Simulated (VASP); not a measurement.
# Si (Fd-3m) in VASP: relaxation of the atoms with PBE

Aim: the relaxation of the atoms of Si with PBE.

All numbers are computed with VASP 6.6.1; they aren't measurements. Logs are shortened: lines on timing, memory, paths and dates and some standing lists are left out, and cuts for length are marked.

### Step 1. The cell of the first run

Symmetry: Fd-3m, No. 227, cubic system. The conventional cell has a = 5.427 Å, b = 5.427 Å, c = 5.427 Å, α = 90.00°, β = 90.00°, γ = 90.00°. Within 3.1 Å of Si (site symmetry -43m) lie 4 Si at 2.35 Å.

### Step 2. Relaxation of the atoms, PBE

File INCAR:

```
SYSTEM = Si
  PREC = Accurate
  ENCUT = 520
  EDIFF = 1E-6
  ISMEAR = -1
  SIGMA = 0.05
  LREAL = .FALSE.
  LASPH = .TRUE.
  NELM = 80
  ALGO = Normal
  ISIF = 2
  LWAVE = .FALSE.
  LCHARG = .FALSE.
  GGA = PE
  IBRION = 2
  NSW = 80
  EDIFFG = -0.02
```

File KPOINTS:

```
regular mesh
0
G
  9 9 9
  0 0 0
```

File POSCAR:

```
Si
1.0
    0.0000000000      2.7135600000      2.7135600000
    2.7135600000      0.0000000000      2.7135600000
    2.7135600000      2.7135600000      0.0000000000
Si
2
Direct
    0.7500000000      0.7500000000      0.7500000000
    0.5000000000      0.5000000000      0.5000000000
```

Potentials or basis: VASP PAW PBE potentials, release 64 (Si).

Started as:

```sh
$ cat potpaw_PBE.64/Si/POTCAR > POTCAR
$ mpirun -np 1 vasp_std > vasp.out
```

OUTCAR:

```text
SYSTEM = Si
   PREC = Accurate
   ENCUT = 520
   EDIFF = 1E-6
   ISMEAR = -1
   LREAL = .FALSE.
   LASPH = .TRUE.
   NELM = 80
   ISIF = 2
   GGA = PE
   IBRION = 2
   NSW = 80
   EDIFFG = -0.02

 ion  position               nearest neighbor table
   1  0.750  0.750  0.750-   2 2.35   2 2.35   2 2.35   2 2.35
   2  0.500  0.500  0.500-   1 2.35   1 2.35   1 2.35   1 2.35

  LATTYP: Found a face centered cubic cell.
 ALAT       =     5.4271200000

  Lattice vectors:

 A1 = (   0.0000000000,   2.7135600000,   2.7135600000)
 A2 = (   2.7135600000,   0.0000000000,   2.7135600000)
 A3 = (   2.7135600000,   2.7135600000,   0.0000000000)

Analysis of symmetry for initial positions (statically):
=====================================================================
 Subroutine PRICEL returns:
 Original cell was already a primitive cell.

 Routine SETGRP: Setting up the symmetry group for a
 face centered cubic supercell.

 Subroutine GETGRP returns: Found 48 space group operations
 (whereof 24 operations were pure point group operations)
 out of a pool of 48 trial point group operations.

The static configuration has the point symmetry T_d .
 The point group associated with its full space group is O_h .

Analysis of symmetry for dynamics (positions and initial velocities):
=====================================================================
 Subroutine PRICEL returns:
 Original cell was already a primitive cell.

 Routine SETGRP: Setting up the symmetry group for a
 face centered cubic supercell.

 Subroutine GETGRP returns: Found 48 space group operations
 (whereof 24 operations were pure point group operations)
 out of a pool of 48 trial point group operations.

The dynamic configuration has the point symmetry T_d .
 The point group associated with its full space group is O_h .

 Subroutine INISYM returns: Found 48 space group operations
 (whereof 24 operations are pure point group operations),
 and found     1 'primitive' translations

----------------------------------------------------------------------------------------

                                     Primitive cell

  volume of cell :      39.9621

  direct lattice vectors                    reciprocal lattice vectors
     0.000000000  2.713560000  2.713560000    -0.184259792  0.184259792  0.184259792
     2.713560000  0.000000000  2.713560000     0.184259792 -0.184259792  0.184259792
     2.713560000  2.713560000  0.000000000     0.184259792  0.184259792 -0.184259792

  length of vectors
     3.837553354  3.837553354  3.837553354     0.319147321  0.319147321  0.319147321

  position of ions in fractional coordinates (direct lattice)
     0.750000000  0.750000000  0.750000000
     0.500000000  0.500000000  0.500000000

  ion indices of the primitive-cell ions
   primitive index   ion index
                 1           1
                 2           2

----------------------------------------------------------------------------------------

 KPOINTS: regular mesh

Automatic generation of k-mesh.
 Grid dimensions read from file:
 generate k-points for:    9    9    9

 Generating k-lattice:

  Cartesian coordinates                     Fractional coordinates (reciprocal lattice)
    -0.020473310  0.020473310  0.020473310     0.111111111  0.000000000  0.000000000
     0.020473310 -0.020473310  0.020473310     0.000000000  0.111111111  0.000000000
     0.020473310  0.020473310 -0.020473310     0.000000000  0.000000000  0.111111111

  Length of vectors
     0.035460813  0.035460813  0.035460813

  Shift w.r.t. Gamma in fractional coordinates (k-lattice)
     0.000000000  0.000000000  0.000000000

 Subroutine IBZKPT returns following result:
 ===========================================

 Found     35 irreducible k-points:

 Following reciprocal coordinates:
            Coordinates               Weight
  0.000000  0.000000  0.000000      1.000000
  0.111111  0.000000  0.000000      8.000000
  0.222222  0.000000  0.000000      8.000000
  0.333333  0.000000  0.000000      8.000000
  0.444444  0.000000  0.000000      8.000000
  0.111111  0.111111  0.000000      6.000000
[... 16 lines left out ...]
 -0.333333  0.333333  0.000000     12.000000
  0.444444  0.444444  0.000000      6.000000
 [... further k-points ...]
   k-points           NKPTS =     35   k-points in BZ     NKDIM =     35   number of bands    NBANDS=      8
   number of dos      NEDOS =    301   number of ions     NIONS =      2
   total plane-waves  NPLWV =  27000
   dimension x,y,z NGX =    30 NGY =   30 NGZ =   30
   dimension x,y,z NGXF=    60 NGYF=   60 NGZF=   60
   ions per type =               2
   NGX,Y,Z   is equivalent  to a cutoff of  13.00, 13.00, 13.00 a.u.
   NGXF,Y,Z  is equivalent  to a cutoff of  25.99, 25.99, 25.99 a.u.
 SYSTEM =  Si
   PREC   = accura    normal or accurate (medium, high low for compatibility)
   ISTART =      0    job   : 0-new  1-cont  2-samecut
   ICHARG =      2    charge: 1-file 2-atom 10-const
   ISPIN  =      1    spin polarized calculation?
   LNONCOLLINEAR =      F non collinear calculations
   LSORBIT =      F    spin-orbit coupling
   LASPH  =      T    aspherical Exc in radial PAW
   ENCUT  =  520.0 eV  38.22 Ry    6.18 a.u.   7.14  7.14  7.14*2*pi/ulx,y,z
   NELM   =     80;   NELMIN=  2; NELMDL= -5     # of ELM steps
   EDIFF  = 0.1E-05   stopping-criterion for ELM
   LREAL  =      F    real-space projection
   EDIFFG = -.2E-01   stopping-criterion for IOM
   NSW    =     80    number of steps for IOM
   IBRION =      2    ionic relax: 0-MD 1-quasi-New 2-CG
   NFREE  =      1    steps in history (QN), initial steepest desc. (CG)
   ISIF   =      2    stress and relaxation
   ISYM   =      2    0-nonsym 1-usesym 2-fastsym
   POTIM  = 0.5000    time-step for ionic-motion
   TEBEG  =    0.0;   TEEND  =   0.0 temperature during run
   PSTRESS=    0.0 pullay stress
   NELECT =       8.0000    total number of electrons
   NUPDOWN=      -1.0000    fix difference up-down
   EMIN   =  10.00;   EMAX   =-10.00  energy-range for DOS
   EFERMI =   0.00;   METHOD = LEGACY
   ISMEAR =    -1;   SIGMA  =   0.05  broadening in eV -4-tet -1-fermi 0-gaus
   EFERMI_NEDOS =   21; number of points for ismear=-14 and -15
   IALGO  =     38    algorithm
   IMIX   =      4    mixing-type and parameters
     AMIX     =   0.40;   BMIX     =  1.00
     AMIX_MAG =   1.60;   BMIX_MAG =  1.00
  volume/ion in A,a.u.               =      19.98       134.84
  Fermi-wavevector in a.u.,A,eV,Ry     =   0.957684  1.809760 12.478691  0.917158
  Thomas-Fermi vector in A             =   2.086724
   LORBIT       =      0    0 simple, 1 ext, 2 COOP (PROOUT), +10 PAW based schemes
   GGA     = PE    functional components
   LHFCALC =     F    Hartree Fock is set to
   AEXX    =    0.0000 exact exchange contribution
   IVDW    =     0    specifies the selected vdW correction
   LEPSILON=     F    determine dielectric tensor
   LRPA    =     F    only Hartree local field effects (RPA)
 conjugate gradient relaxation of ions
 non-spin polarized calculation
  energy-cutoff  :      520.00
  volume of cell :       39.96
 maximum number of plane-waves:      1089
 NGX is ok and might be reduce to    30
   NGX = 15   NGY = 15   NGZ = 15

 number of electron       8.0000000 magnetization

 Free energy of the ion-electron system (eV)
  ---------------------------------------------------
  ext. energy  EPLUGINS =         0.00000000
  ---------------------------------------------------
  free energy    TOTEN  =       -10.84220115 eV

  energy without entropy =      -10.84217409  energy(sigma->0) =      -10.84218762

 E-fermi :   6.1194     XC(G=0):  -9.4168

 val. band max:        5.8462424444   @ k =   0.0000   0.0000   0.0000
 cond. band min:       6.4266683295   @ k =   0.4444   0.4444   0.0000
 fundamental gap:      0.5804258851
 Fermi energy:         6.1193765134

 k-point     1 :       0.0000    0.0000    0.0000
  band No.  band energies     occupation
      1      -6.1248      2.00000
      2       5.8462      1.99155
      3       5.8462      1.99155
      4       5.8462      1.99155
      5       8.4127      0.00000
      6       8.4127      0.00000
      7       8.4127      0.00000
      8       9.2429      0.00000

 k-point     2 :       0.1111    0.0000    0.0000
  band No.  band energies     occupation
      1      -5.9630      2.00000
      2       4.5033      2.00000
      3       5.6085      1.99993
      4       5.6085      1.99993
      5       8.3991      0.00000
      6       8.7629      0.00000
      7       8.7629      0.00000
      8      10.3434      0.00000

 k-point     3 :       0.2222    0.0000    0.0000
  band No.  band energies     occupation
      1      -5.4876      2.00000
      2       2.4247      2.00000
      3       5.1841      2.00000
      4       5.1841      2.00000
      5       7.9896      0.00000
      6       9.2911      0.00000
      7       9.2911      0.00000
      8      12.3132      0.00000

 k-point     4 :       0.3333    0.0000    0.0000
  band No.  band energies     occupation
      1      -4.7455      2.00000
      2       0.5096      2.00000
      3       4.8459      2.00000
      4       4.8459      2.00000
      5       7.6192      0.00000
      6       9.3545      0.00000
      7       9.3545      0.00000
      8      13.7251      0.00000

 k-point     5 :       0.4444    0.0000    0.0000
  band No.  band energies     occupation
      1      -3.9521      2.00000
      2      -0.8889      2.00000
      3       4.6699      2.00000
      4       4.6699      2.00000
      5       7.4191      0.00000
      6       9.2113      0.00000
      7       9.2113      0.00000
      8      13.6168      0.00000
[... 177 lines left out ...]
 k-point    22 :      -0.4444    0.3333    0.0000
  band No.  band energies     occupation
      1      -2.6800      2.00000
      2      -1.1158      2.00000
      3       1.7918      2.00000
      4       3.3773      2.00000
      5       7.0103      0.00000
      6       9.4923      0.00000
      7      13.0818      0.00000
      8      13.2275      0.00000

 k-point    23 :      -0.3333    0.3333    0.0000
  band No.  band energies     occupation
      1      -2.8542      2.00000
      2      -0.9256      2.00000
      3       1.4278      2.00000
      4       3.7334      2.00000
      5       7.4125      0.00000
      6      11.6472      0.00000
      7      12.3323      0.00000
      8      12.9362      0.00000

 k-point    24 :       0.4444    0.4444    0.0000
  band No.  band energies     occupation
      1      -2.8003      2.00000
      2      -1.0818      2.00000
      3       3.0410      2.00000
      4       3.0410      2.00000
      5       6.4267      0.00428
      6       6.8253      0.00000
      7      15.2087      0.00000
      8      15.2087      0.00000

 [... further k-points ...]

------------------------ aborting loop because EDIFF is reached ----------------------------------------

  FORCE on cell =-STRESS in cart. coord.  units (eV):
  Direction    XX          YY          ZZ          XY          YZ          ZX
  --------------------------------------------------------------------------------------
  -------------------------------------------------------------------------------------
  Total        0.5338408      0.5338408      0.5338408     -0.0000000     -0.0000000     -0.0000000
  in kB       21.4029719     21.4029719     21.4029719     -0.0000000     -0.0000000     -0.0000000
  external PRESSURE =      21.4029719 kB  Pullay stress =       0.0000000 kB

 VOLUME and BASIS-vectors are now :
 -----------------------------------------------------------------------------
  energy-cutoff  :      520.00
  volume of cell :       39.96
      direct lattice vectors                 reciprocal lattice vectors
     0.000000000  2.713560000  2.713560000    -0.184259792  0.184259792  0.184259792
     2.713560000  0.000000000  2.713560000     0.184259792 -0.184259792  0.184259792
     2.713560000  2.713560000  0.000000000     0.184259792  0.184259792 -0.184259792

 POSITION                                       TOTAL-FORCE (eV/Angst)
 -----------------------------------------------------------------------------------
      4.07034      4.07034      4.07034         0.000000      0.000000      0.000000
      2.71356      2.71356      2.71356        -0.000000     -0.000000     -0.000000
 -----------------------------------------------------------------------------------
    total drift:                                0.000000     -0.000000     -0.000000

  FREE ENERGIE OF THE ION-ELECTRON SYSTEM (eV)
  ---------------------------------------------------
  free  energy   TOTEN  =       -10.8422011531 eV

  energy  without entropy=      -10.8421740876  energy(sigma->0) =      -10.84218762

 reached required accuracy - stopping structural energy minimisation
```

Run time: 19 s. Hardware: 1 thread of Intel Xeon 8259CL, shared host; peak memory 0.16 GiB.

Results:

```
Free energy             : -10.8422 eV
Pressure after relaxing : 2.1 GPa
Band gap on the k mesh  : 0.58 eV (least direct gap 2.57 eV)
```

Final structure:
```xyz
2
Lattice="0.0000 2.7136 2.7136 2.7136 0.0000 2.7136 2.7136 2.7136 0.0000" Properties=species:S:1:pos:R:3 pbc="T T T"
Si    4.0703    4.0703    4.0703
Si    2.7136    2.7136    2.7136
```

Caveat: the relaxation stopped at its first step, so nothing moved; an odd mesh through Γ misses points on the zone boundary, where band edges can lie. As with any semilocal functional, this PBE gap is likely too small.
